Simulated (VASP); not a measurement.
ZnO:

```
Zn O
1.0
     3.27320    0.00000    0.00000
    -1.63660    2.83467    0.00000
     0.00000    0.00000    5.34511
Zn O
2 2
Direct
  0.00000 0.00000 0.00000
  0.33333 0.66667 0.50000
  0.00000 0.00000 0.37500
  0.33333 0.66667 0.87500
```

```yaml
Program: VASP 6.6.1
Task: relaxation of cell and atoms
Functional: r2SCAN
Potentials_or_basis: VASP PAW PBE potentials, release 64 (Zn, O)
Cutoff: 600 eV
k_mesh: 12 × 12 × 6
Occupations: gaussian, width 0.02 eV
Spin: no spin polarisation
```

At the start: pressure -5.9 GPa; volume 12.40 Å³/atom.

Task: How do energy, volume and symmetry change on relaxing?

Result: Over 9 steps the energy falls by 11.4 meV/atom and the volume is 11.87 Å³/atom (-4.3 %); space group P6_3mc (No. 186, to 0.1 Å) before and after.

The path:
| step | energy change (eV) | largest force (eV/Å) | pressure (GPa) | volume (Å³) |
| --- | --- | --- | --- | --- |
| 1 | 0.0000 | 0.0466 | -5.94 | 49.59 |
| 2 | -0.0323 | 0.0400 | 3.71 | 46.37 |
| 3 | -0.0437 | 0.0392 | 0.25 | 47.40 |
| 4 | -0.0437 | 0.0392 | 0.03 | 47.46 |
| 5 | -0.0442 | 0.0392 | 0.02 | 47.47 |
| 6 | -0.0452 | 0.0385 | -0.03 | 47.48 |
| 7 | -0.0453 | 0.0370 | -0.04 | 47.49 |
| 8 | -0.0454 | 0.0211 | 0.02 | 47.46 |
| 9 | -0.0455 | 0.0010 | -0.01 | 47.47 |

Final structure:
```
CELL_PARAMETERS angstrom
3.24188 0.00000 0.00000
-1.62094 2.80755 0.00000
0.00000 0.00000 5.21550
ATOMIC_POSITIONS crystal
Zn 0.00000 0.00000 0.99747
Zn 0.33333 0.66667 0.49747
O 0.00000 0.00000 0.37753
O 0.33333 0.66667 0.87753
```

Caveat: the PAW data sets were made with another functional, which shifts forces and pressure a little.
